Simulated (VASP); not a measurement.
# BeS (I-4m2) in VASP: notebook, part 2 of 2

VASP 6.6.1.

### 3 Dielectric tensor, r2SCAN (epitaxial xy strain +4.0%)

Contents of INCAR:

```
PREC = Accurate
ENCUT = 520
EDIFF = 1E-8
ISMEAR = 0
SIGMA = 0.01
LREAL = F
LASPH = T
NELM = 80
ALGO = Normal
ISIF = 2
LWAVE = F
LCHARG = F
METAGGA = R2SCAN
LMIXTAU = T
LCALCEPS = T
```

Contents of KPOINTS:

```
Automatic mesh
0
Gamma
  8 8 8
```

Contents of POSCAR:

```
BeS
1.0
    0.0000000000      2.5316784796      2.3555199058
    2.5316784796      0.0000000000      2.3555199058
    2.5316784796      2.5316784796      0.0000000000
Be S
1 1
Direct
    0.0000000000      0.0000000000      0.0000000000
    0.2500000000      0.2500000000      0.2500000000
```

Potentials or basis: VASP PAW PBE potentials, release 64 (Be, S).

On the command line:

```sh
cat potpaw_PBE.64/Be/POTCAR potpaw_PBE.64/S/POTCAR > POTCAR
mpirun -np 1 vasp_std > vasp.out
```

OUTCAR:

```text
PREC = Accurate
   ENCUT = 520
   EDIFF = 1E-8
   ISMEAR = 0
   LREAL = F
   LASPH = T
   NELM = 80
   ISIF = 2
   METAGGA = R2SCAN

 ion  position               nearest neighbor table
   1  0.000  0.000  0.000-   2 2.14   2 2.14   2 2.14   2 2.14
   2  0.250  0.250  0.250-   1 2.14   1 2.14   1 2.14   1 2.14

  LATTYP: Found a body centered tetragonal cell.
 ALAT       =     3.5803340414
 C/A-ratio  =     1.3158101331

  Lattice vectors:

 A1 = (   0.0000000000,  -2.5316784796,  -2.3555199058)
 A2 = (   0.0000000000,   2.5316784796,  -2.3555199058)
 A3 = (   2.5316784796,   0.0000000000,   2.3555199058)

Analysis of symmetry for initial positions (statically):
=====================================================================
 Subroutine PRICEL returns:
 Original cell was already a primitive cell.

 Routine SETGRP: Setting up the symmetry group for a
 body centered tetragonal supercell.

 Subroutine GETGRP returns: Found  8 space group operations
 (whereof  8 operations were pure point group operations)
 out of a pool of 16 trial point group operations.

The static configuration has the point symmetry D_2d.

Analysis of symmetry for dynamics (positions and initial velocities):
=====================================================================
 Subroutine PRICEL returns:
 Original cell was already a primitive cell.

 Routine SETGRP: Setting up the symmetry group for a
 body centered tetragonal supercell.

 Subroutine GETGRP returns: Found  8 space group operations
 (whereof  8 operations were pure point group operations)
 out of a pool of 16 trial point group operations.

The dynamic configuration has the point symmetry D_2d.

 Subroutine INISYM returns: Found  8 space group operations
 (whereof  8 operations are pure point group operations),
 and found     1 'primitive' translations

----------------------------------------------------------------------------------------

                                     Primitive cell

  volume of cell :      30.1949

  direct lattice vectors                    reciprocal lattice vectors
     0.000000000  2.531678480  2.355519906    -0.197497433  0.197497433  0.212267363
     2.531678480  0.000000000  2.355519906     0.197497433 -0.197497433  0.212267363
     2.531678480  2.531678480  0.000000000     0.197497433  0.197497433 -0.212267363

  length of vectors
     3.458015320  3.458015320  3.580334041     0.350810355  0.350810355  0.350810355

  position of ions in fractional coordinates (direct lattice)
     0.000000000  0.000000000  0.000000000
     0.250000000  0.250000000  0.250000000

  ion indices of the primitive-cell ions
   primitive index   ion index
                 1           1
                 2           2

----------------------------------------------------------------------------------------

 KPOINTS: Automatic mesh

Automatic generation of k-mesh.
 Grid dimensions read from file:
 generate k-points for:    8    8    8

 Generating k-lattice:
[... 76 lines left out ...]
   EFERMI =   0.00;   METHOD = LEGACY
   ISMEAR =     0;   SIGMA  =   0.01  broadening in eV -4-tet -1-fermi 0-gaus
   EFERMI_NEDOS =   21; number of points for ismear=-14 and -15
   IALGO  =     38    algorithm
   IMIX   =      4    mixing-type and parameters
     AMIX     =   0.40;   BMIX     =  1.00
     AMIX_MAG =   1.60;   BMIX_MAG =  1.00
  volume/ion in A,a.u.               =      15.10       101.88
  Fermi-wavevector in a.u.,A,eV,Ry     =   1.051462  1.986975 15.042222  1.105572
  Thomas-Fermi vector in A             =   2.186506
   LORBIT       =      0    0 simple, 1 ext, 2 COOP (PROOUT), +10 PAW based schemes
   METAGGA = R2SCAN    functional components
   LHFCALC =     F    Hartree Fock is set to
   AEXX    =    0.0000 exact exchange contribution
   IVDW    =     0    specifies the selected vdW correction
   LEPSILON=     F    determine dielectric tensor
   LRPA    =     F    only Hartree local field effects (RPA)
   LRPA       =     F
 non-spin polarized calculation
 Gauss-broadening in eV      SIGMA  =   0.01
  energy-cutoff  :      520.00
  volume of cell :       30.19
 maximum number of plane-waves:       830
 NGX is ok and might be reduce to    28
   NGX = 13   NGY = 13   NGZ = 13

 number of electron       8.0000000 magnetization

 Free energy of the ion-electron system (eV)
  ---------------------------------------------------
  ext. energy  EPLUGINS =         0.00000000
  ---------------------------------------------------
  free energy    TOTEN  =       -14.74234898 eV

  energy without entropy =      -14.74234898  energy(sigma->0) =      -14.74234898

 E-fermi :   3.7041     XC(G=0):  -9.9409

 val. band max:        3.6190798541   @ k =   0.0000   0.0000   0.0000
 cond. band min:   10000.0000000000   @ k =   0.0000   0.0000   0.0000
 fundamental gap:   9996.3809201459
 Fermi energy:         3.7040720767

 k-point     1 :       0.0000    0.0000    0.0000
  band No.  band energies     occupation
      1     -10.5126      2.00000
      2       3.2867      2.00000
      3       3.2874      2.00000
      4       3.6191      2.00000
      5   10000.0000      0.00000
      6   10000.0000      0.00000
      7   10000.0000      0.00000
      8   10000.0000      0.00000
[... 243 lines left out ...]
 k-point    24 :       0.3750   -0.0000    0.1250
  band No.  band energies     occupation
      1      -9.3766      2.00000
      2      -0.8778      2.00000
      3       1.9435      2.00000
      4       2.3672      2.00000
      5   10000.0000      0.00000
      6   10000.0000      0.00000
      7   10000.0000      0.00000
      8   10000.0000      0.00000

 [... further k-points ...]

------------------------ aborting loop because EDIFF is reached ----------------------------------------

            Ionic dipole moment: p[ion]=(     7.59504     7.59504     7.06656 ) |e| Angst

 Total electronic dipole moment: p[elc]=(     0.00479     0.00479     0.01076 ) |e| Angst

 MACROSCOPIC STATIC DIELECTRIC TENSOR (including local field effects)
 ------------------------------------------------------
           4.970834     0.000000     0.000000
           0.000000     4.970834     0.000000
           0.000000     0.000000     4.774327
 ------------------------------------------------------

 PIEZOELECTRIC TENSOR (including local field effects) (e Angst)
          XX          YY          ZZ          XY          YZ          ZX
  --------------------------------------------------------------------------------
  x     0.00000     0.00000     0.00000     0.00000    -1.23021     0.00000
  y     0.00000     0.00000     0.00000     0.00000     0.00000    -1.23022
  z     0.00000     0.00000     0.00000    -1.25357     0.00000     0.00000

 PIEZOELECTRIC TENSOR (including local field effects) (C/m^2)
          XX          YY          ZZ          XY          YZ          ZX
  --------------------------------------------------------------------------------
  x     0.00000     0.00000     0.00000     0.00000    -0.65277     0.00000
  y     0.00000     0.00000     0.00000     0.00000     0.00000    -0.65277
  z     0.00000     0.00000     0.00000    -0.66516     0.00000     0.00000

 BORN EFFECTIVE CHARGES (including local field effects) (in |e|, cummulative output)
 ---------------------------------------------------------------------------------
 ion    1
    1     1.81659    -0.00000     0.00000
    2    -0.00000     1.81659     0.00000
    3     0.00000     0.00000     1.60797
 ion    2
    1    -1.81659     0.00000     0.00000
    2     0.00000    -1.81659     0.00000
    3     0.00000     0.00000    -1.60797

  FORCE on cell =-STRESS in cart. coord.  units (eV):
  Direction    XX          YY          ZZ          XY          YZ          ZX
  --------------------------------------------------------------------------------------
  -------------------------------------------------------------------------------------
  Total       -1.1225621     -1.1225621      0.0315480      0.0000000      0.0000000      0.0000000
  in kB      -59.5644437    -59.5644437      1.6739712      0.0000000      0.0000000      0.0000000
  external PRESSURE =     -39.1516387 kB  Pullay stress =       0.0000000 kB

 VOLUME and BASIS-vectors are now :
 -----------------------------------------------------------------------------
  energy-cutoff  :      520.00
  volume of cell :       30.19
      direct lattice vectors                 reciprocal lattice vectors
     0.000000000  2.531678480  2.355519906    -0.197497433  0.197497433  0.212267363
     2.531678480  0.000000000  2.355519906     0.197497433 -0.197497433  0.212267363
     2.531678480  2.531678480  0.000000000     0.197497433  0.197497433 -0.212267363

 POSITION                                       TOTAL-FORCE (eV/Angst)
 -----------------------------------------------------------------------------------
      0.00000      0.00000      0.00000         0.000000      0.000000      0.000000
      1.26584      1.26584      1.17776        -0.000000     -0.000000     -0.000000
 -----------------------------------------------------------------------------------
    total drift:                                0.000000      0.000000      0.000000

  FREE ENERGIE OF THE ION-ELECTRON SYSTEM (eV)
  ---------------------------------------------------
  free  energy   TOTEN  =       -14.7423489839 eV

  energy  without entropy=      -14.7423489839  energy(sigma->0) =      -14.74234898
```

stdout:

```text
POSCAR found type information on POSCAR BeS
 POSCAR found :  2 types and       2 ions
 scaLAPACK will be used
 -----------------------------------------------------------------------------
|                                                                             |
[... 98 lines left out ...]
dp_tot=(  0.540E-06  0.548E-06  0.640E-02 )  diag[e(oo)]=(    ---      ---    4.83334 )
 p_tot=(  0.760E+01  0.760E+01  0.708E+01 )
dp_tot=(  0.539E-06  0.547E-06  0.637E-02 )  diag[e(oo)]=(    ---      ---    4.81475 )
 p_tot=(  0.760E+01  0.760E+01  0.708E+01 )
dp_tot=(  0.535E-06  0.544E-06  0.633E-02 )  diag[e(oo)]=(    ---      ---    4.79161 )
 final diagonalization full
 p_tot=(  0.760E+01  0.760E+01  0.708E+01 )
dp_tot=(  0.532E-06  0.540E-06  0.630E-02 )  diag[e(oo)]=(    ---      ---    4.77433 )
```

Run time: 28 min. Hardware: 1 thread of Intel Xeon Platinum 8488C (Sapphire Rapids), shared host; peak memory 0.39 GiB.

Results:

```
Band gap on the k mesh                  : 3.15 eV (least direct gap 5.94 eV)
Electronic dielectric tensor (diagonal) : 4.97, 4.97, 4.77
Born charges (mean of the diagonal)     : Be +1.75; S -1.75 e
```

Levels at points of the mesh, in eV from the valence-band top:
```
           k point  band 2  band 3  band 4  band 5  band 6  band 7
(0.00, 0.00, 0.00)   -0.33   -0.33    0.00    5.94    6.05    6.13
(0.50, 0.00, 0.00)   -5.80   -1.50   -0.90    5.45    6.62    7.50
(0.50, 0.50, 0.00)   -4.78   -3.10   -3.10    3.15    4.74   13.16
(0.50, 0.00, 0.50)   -5.27   -2.59   -2.47    3.67    5.46   12.75
```

Electronic dielectric tensor:
```
4.97 0.00 0.00
0.00 4.97 0.00
0.00 0.00 4.77
```

Born effective charge tensors (e):
atom 1, Be
```
1.82 0.00 0.00
0.00 1.82 0.00
0.00 0.00 1.61
```
atom 2, S
```
-1.82  0.00  0.00
 0.00 -1.82  0.00
 0.00  0.00 -1.61
```

Dipole moments of the cell (e·Å, modulo the quantum): ionic 7.595, 7.595, 7.067; electronic 0.005, 0.005, 0.011

Caveat: the cell differs from its parent crystal (epitaxial xy strain +4.0%); the PAW data sets were made with another functional, which shifts forces and pressure a little. A k mesh can miss the band edges.

The gap in the log of VASP goes by the Fermi energy; the results here count the filled bands.